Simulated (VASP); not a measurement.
# BN (P-6m2) in VASP: dielectric tensor with r2SCAN

Aim: the dielectric tensor of BN with r2SCAN.

All numbers are computed with VASP 6.6.1; they aren't measurements. Logs are shortened: lines on timing, memory, paths and dates and some standing lists are left out, and cuts for length are marked.

### 1 The cell of the first run

The structure is hexagonal, space group P-6m2 (No. 187). Conventional cell: a = 2.500 Å, b = 2.500 Å, c = 6.505 Å, α = 90.00°, β = 90.00°, γ = 120.00°. B (site symmetry -6m2) has 3 N at 1.44 Å within 1.9 Å. Within 1.9 Å of B (site symmetry -6m2) lie 3 N at 1.44 Å. N (site symmetry -6m2) has 3 B at 1.44 Å within 1.9 Å. N (site symmetry -6m2) has 3 B at 1.44 Å within 1.9 Å.

### 2 Dielectric tensor, r2SCAN

Input file INCAR:

```
SYSTEM = BN
PREC = Accurate
ENCUT = 520
EDIFF = 1E-8
ISMEAR = 0
SIGMA = 0.01
LREAL = .False.
LASPH = .True.
NELM = 100
ALGO = Normal
ISIF = 2
LWAVE = .False.
LCHARG = .False.
METAGGA = R2SCAN
LMIXTAU = .True.
LCALCEPS = .True.
```

Input file KPOINTS:

```
regular mesh
0
Gamma
  9 9 4
  0 0 0
```

Input file POSCAR:

```
BN
1.0
    2.5002145576      0.0000000000      0.0000000000
   -1.2501072788      2.1652493218      0.0000000000
    0.0000000000      0.0000000000      6.5052999340
B N
2 2
Direct
    0.0000000000      0.0000000000      0.5000000000
    0.3333333333      0.6666666667      0.0000000000
    0.0000000000      0.0000000000      0.0000000000
    0.6666666667      0.3333333333      0.5000000000
```

Potentials or basis: VASP PAW PBE potentials, release 64 (B, N).

Launch:

```sh
cat potpaw_PBE.64/B/POTCAR potpaw_PBE.64/N/POTCAR > POTCAR
mpirun -np 1 vasp_std > vasp.out
```

OUTCAR:

```text
SYSTEM = BN
   PREC = Accurate
   ENCUT = 520
   EDIFF = 1E-8
   ISMEAR = 0
   LREAL = .False.
   LASPH = .True.
   NELM = 100
   ISIF = 2
   METAGGA = R2SCAN

 ion  position               nearest neighbor table
   1  0.000  0.000  0.500-   4 1.44   4 1.44   4 1.44
   2  0.333  0.667  0.000-   3 1.44   3 1.44   3 1.44
   3  0.000  0.000  0.000-   2 1.44   2 1.44   2 1.44
   4  0.667  0.333  0.500-   1 1.44   1 1.44   1 1.44

  LATTYP: Found a hexagonal cell.
 ALAT       =     2.5002145576
 C/A-ratio  =     2.6018966709

  Lattice vectors:

 A1 = (   2.5002145576,   0.0000000000,   0.0000000000)
 A2 = (  -1.2501072788,   2.1652493218,   0.0000000000)
 A3 = (   0.0000000000,   0.0000000000,   6.5052999340)

Analysis of symmetry for initial positions (statically):
=====================================================================
 Subroutine PRICEL returns:
 Original cell was already a primitive cell.

 Routine SETGRP: Setting up the symmetry group for a
 hexagonal supercell.

 Subroutine GETGRP returns: Found 12 space group operations
 (whereof 12 operations were pure point group operations)
 out of a pool of 24 trial point group operations.

The static configuration has the point symmetry D_3h.

Analysis of symmetry for dynamics (positions and initial velocities):
=====================================================================
 Subroutine PRICEL returns:
 Original cell was already a primitive cell.

 Routine SETGRP: Setting up the symmetry group for a
 hexagonal supercell.

 Subroutine GETGRP returns: Found 12 space group operations
 (whereof 12 operations were pure point group operations)
 out of a pool of 24 trial point group operations.

The dynamic configuration has the point symmetry D_3h.

 Subroutine INISYM returns: Found 12 space group operations
 (whereof 12 operations are pure point group operations),
 and found     1 'primitive' translations

----------------------------------------------------------------------------------------

                                     Primitive cell

  volume of cell :      35.2170

  direct lattice vectors                    reciprocal lattice vectors
     2.500214558  0.000000000  0.000000000     0.399965674  0.230920289  0.000000000
    -1.250107279  2.165249322  0.000000000     0.000000000  0.461840579  0.000000000
     0.000000000  0.000000000  6.505299934     0.000000000  0.000000000  0.153720814

  length of vectors
     2.500214558  2.500214558  6.505299934     0.461840579  0.461840579  0.153720814

  position of ions in fractional coordinates (direct lattice)
     0.000000000  0.000000000  0.500000000
     0.333333333  0.666666667  0.000000000
     0.000000000  0.000000000  0.000000000
     0.666666667  0.333333333  0.500000000

  ion indices of the primitive-cell ions
   primitive index   ion index
                 1           1
                 2           2
                 3           3
                 4           4

----------------------------------------------------------------------------------------

 KPOINTS: regular mesh

Automatic generation of k-mesh.
 Grid dimensions read from file:
 generate k-points for:    9    9    4

 Generating k-lattice:

  Cartesian coordinates                     Fractional coordinates (reciprocal lattice)
     0.044440630  0.025657810  0.000000000     0.111111111  0.000000000  0.000000000
     0.000000000  0.051315620  0.000000000     0.000000000  0.111111111  0.000000000
     0.000000000  0.000000000  0.038430203     0.000000000  0.000000000  0.250000000

  Length of vectors
     0.051315620  0.051315620  0.038430203

  Shift w.r.t. Gamma in fractional coordinates (k-lattice)
[... 50 lines left out ...]
   ENCUT  =  520.0 eV  38.22 Ry    6.18 a.u.   4.65  4.65 12.10*2*pi/ulx,y,z
   NELM   =    100;   NELMIN=  2; NELMDL= -5     # of ELM steps
   EDIFF  = 0.1E-07   stopping-criterion for ELM
   LREAL  =      F    real-space projection
   EDIFFG = 0.1E-06   stopping-criterion for IOM
   NSW    =      0    number of steps for IOM
   IBRION =     -1    ionic relax: 0-MD 1-quasi-New 2-CG
   NFREE  =      0    steps in history (QN), initial steepest desc. (CG)
   ISIF   =      2    stress and relaxation
   ISYM   =      2    0-nonsym 1-usesym 2-fastsym
   POTIM  = 0.5000    time-step for ionic-motion
   TEBEG  =    0.0;   TEEND  =   0.0 temperature during run
   PSTRESS=    0.0 pullay stress
   NELECT =      16.0000    total number of electrons
   NUPDOWN=      -1.0000    fix difference up-down
   EMIN   =  10.00;   EMAX   =-10.00  energy-range for DOS
   EFERMI =   0.00;   METHOD = LEGACY
   ISMEAR =     0;   SIGMA  =   0.01  broadening in eV -4-tet -1-fermi 0-gaus
   EFERMI_NEDOS =   21; number of points for ismear=-14 and -15
   IALGO  =     38    algorithm
   IMIX   =      4    mixing-type and parameters
     AMIX     =   0.40;   BMIX     =  1.00
     AMIX_MAG =   1.60;   BMIX_MAG =  1.00
  volume/ion in A,a.u.               =       8.80        59.41
  Fermi-wavevector in a.u.,A,eV,Ry     =   1.258531  2.378279 21.550278  1.583901
  Thomas-Fermi vector in A             =   2.392136
   LORBIT       =      0    0 simple, 1 ext, 2 COOP (PROOUT), +10 PAW based schemes
   METAGGA = R2SCAN    functional components
   LHFCALC =     F    Hartree Fock is set to
   AEXX    =    0.0000 exact exchange contribution
   IVDW    =     0    specifies the selected vdW correction
   LEPSILON=     F    determine dielectric tensor
   LRPA    =     F    only Hartree local field effects (RPA)
   LRPA       =     F
 non-spin polarized calculation
 Gauss-broadening in eV      SIGMA  =   0.01
  energy-cutoff  :      520.00
  volume of cell :       35.22
 maximum number of plane-waves:       973
 NGX is ok and might be reduce to    20
   NGX =  9   NGY =  9   NGZ = 25

 Total electronic dipole moment: p[elc]=(     2.48666    -1.43568    -0.00000 ) |e| Angst

 number of electron      16.0000000 magnetization

 Free energy of the ion-electron system (eV)
  ---------------------------------------------------
  ext. energy  EPLUGINS =         0.00000000
  ---------------------------------------------------
  free energy    TOTEN  =       -38.58765775 eV

  energy without entropy =      -38.58765775  energy(sigma->0) =      -38.58765775

 E-fermi :   2.3180     XC(G=0): -10.8903

 val. band max:        2.2565219177   @ k =   0.3333   0.3333   0.5000
 cond. band min:   10000.0000000000   @ k =   0.0000   0.0000   0.0000
 fundamental gap:   9997.7434780823
 Fermi energy:         2.3179834929

 k-point     1 :       0.0000    0.0000    0.0000
  band No.  band energies     occupation
      1     -16.6547      2.00000
      2     -16.3010      2.00000
      3      -4.2829      2.00000
      4      -1.8948      2.00000
      5       0.8090      2.00000
      6       0.8090      2.00000
      7       0.9281      2.00000
      8       0.9281      2.00000
      9   10000.0000      0.00000
     10   10000.0000      0.00000
     11   10000.0000      0.00000
     12   10000.0000      0.00000
[... 331 lines left out ...]
 k-point    24 :       0.3333    0.3333    0.2500
  band No.  band energies     occupation
      1     -12.7499      2.00000
      2     -12.6332      2.00000
      3      -6.0281      2.00000
      4      -5.9385      2.00000
      5      -5.3165      2.00000
      6      -5.2207      2.00000
      7       2.0928      2.00000
      8       2.2410      2.00000
      9   10000.0000      0.00000
     10   10000.0000      0.00000
     11   10000.0000      0.00000
     12   10000.0000      0.00000

 [... further k-points ...]

------------------------ aborting loop because EDIFF is reached ----------------------------------------

            Ionic dipole moment: p[ion]=(    -2.50021     1.44350   -26.02120 ) |e| Angst

 Total electronic dipole moment: p[elc]=(     2.48666    -1.43568     0.00327 ) |e| Angst

 MACROSCOPIC STATIC DIELECTRIC TENSOR (including local field effects)
 ------------------------------------------------------
           4.493479     0.000000     0.000000
          -0.000000     4.493479     0.000000
           0.000000     0.000000     2.681244
 ------------------------------------------------------

 PIEZOELECTRIC TENSOR (including local field effects) (e Angst)
          XX          YY          ZZ          XY          YZ          ZX
  --------------------------------------------------------------------------------
  x    -0.00000     0.00000     0.00000    -2.41362     0.00000     0.00000
  y    -2.41362     2.41362     0.00000     0.00000     0.00000     0.00000
  z     0.00000     0.00000     0.00000    -0.00000    -0.00000    -0.00000

 PIEZOELECTRIC TENSOR (including local field effects) (C/m^2)
          XX          YY          ZZ          XY          YZ          ZX
  --------------------------------------------------------------------------------
  x    -0.00000     0.00000     0.00000    -1.09806     0.00000     0.00000
  y    -1.09806     1.09806     0.00000     0.00000     0.00000     0.00000
  z     0.00000     0.00000     0.00000    -0.00000    -0.00000    -0.00000

 BORN EFFECTIVE CHARGES (including local field effects) (in |e|, cummulative output)
 ---------------------------------------------------------------------------------
 ion    1
    1     2.72287     0.00000     0.00000
    2     0.00000     2.72287     0.00000
    3     0.00000     0.00000     0.83727
 ion    2
    1     2.72381     0.00000     0.00000
    2     0.00000     2.72381     0.00000
    3     0.00000     0.00000     0.71980
 ion    3
    1    -2.71047     0.00000     0.00000
    2     0.00000    -2.71047     0.00000
    3    -0.00000     0.00000    -0.76823
 ion    4
    1    -2.73621    -0.00000     0.00000
    2     0.00000    -2.73621     0.00000
    3     0.00000     0.00000    -0.78885

  FORCE on cell =-STRESS in cart. coord.  units (eV):
  Direction    XX          YY          ZZ          XY          YZ          ZX
  --------------------------------------------------------------------------------------
  -------------------------------------------------------------------------------------
  Total        0.2037417      0.2037417      0.2938602      0.0000000      0.0000000      0.0000000
  in kB        9.2691070      9.2691070     13.3689959      0.0000000      0.0000000      0.0000000
  external PRESSURE =      10.6357366 kB  Pullay stress =       0.0000000 kB

 VOLUME and BASIS-vectors are now :
 -----------------------------------------------------------------------------
  energy-cutoff  :      520.00
  volume of cell :       35.22
      direct lattice vectors                 reciprocal lattice vectors
     2.500214558  0.000000000  0.000000000     0.399965674  0.230920289  0.000000000
    -1.250107279  2.165249322  0.000000000     0.000000000  0.461840579  0.000000000
     0.000000000  0.000000000  6.505299934     0.000000000  0.000000000  0.153720814

 POSITION                                       TOTAL-FORCE (eV/Angst)
 -----------------------------------------------------------------------------------
      0.00000      0.00000      3.25265         0.000000      0.000000      0.000000
     -0.00000      1.44350      0.00000         0.000000      0.000000      0.000000
      0.00000      0.00000      0.00000        -0.000000     -0.000000      0.000000
      1.25011      0.72175      3.25265        -0.000000      0.000000      0.000000
 -----------------------------------------------------------------------------------
    total drift:                                0.000000     -0.000000      0.000000

  FREE ENERGIE OF THE ION-ELECTRON SYSTEM (eV)
  ---------------------------------------------------
  free  energy   TOTEN  =       -38.5876577535 eV

  energy  without entropy=      -38.5876577535  energy(sigma->0) =      -38.58765775
```

It took 20 min on 1 thread of Intel Xeon Platinum 8488C (Sapphire Rapids), shared host; peak memory 0.33 GiB.

Results:

- Band gap on the k mesh: 5.02 eV (least direct gap 5.14 eV)
- Electronic dielectric tensor (diagonal): 4.49, 4.49, 2.68
- Born charges (mean of the diagonal): B +2.09, +2.06; N -2.06, -2.09 e

Electronic dielectric tensor:
```
4.49 0.00 0.00
0.00 4.49 0.00
0.00 0.00 2.68
```

Born effective charge tensors (e):
atom 1, B
```
2.72 0.00 0.00
0.00 2.72 0.00
0.00 0.00 0.84
```
atom 2, B
```
2.72 0.00 0.00
0.00 2.72 0.00
0.00 0.00 0.72
```
atom 3, N
```
-2.71  0.00  0.00
 0.00 -2.71  0.00
 0.00  0.00 -0.77
```
atom 4, N
```
-2.74  0.00  0.00
 0.00 -2.74  0.00
 0.00  0.00 -0.79
```

Dipole moments of the cell (e·Å, modulo the quantum): ionic -2.500, 1.444, -26.021; electronic 2.487, -1.436, 0.003

Caveat: the PAW data sets were made with another functional, which shifts forces and pressure a little.

The gap in the log of VASP goes by the Fermi energy; the results here count the filled bands.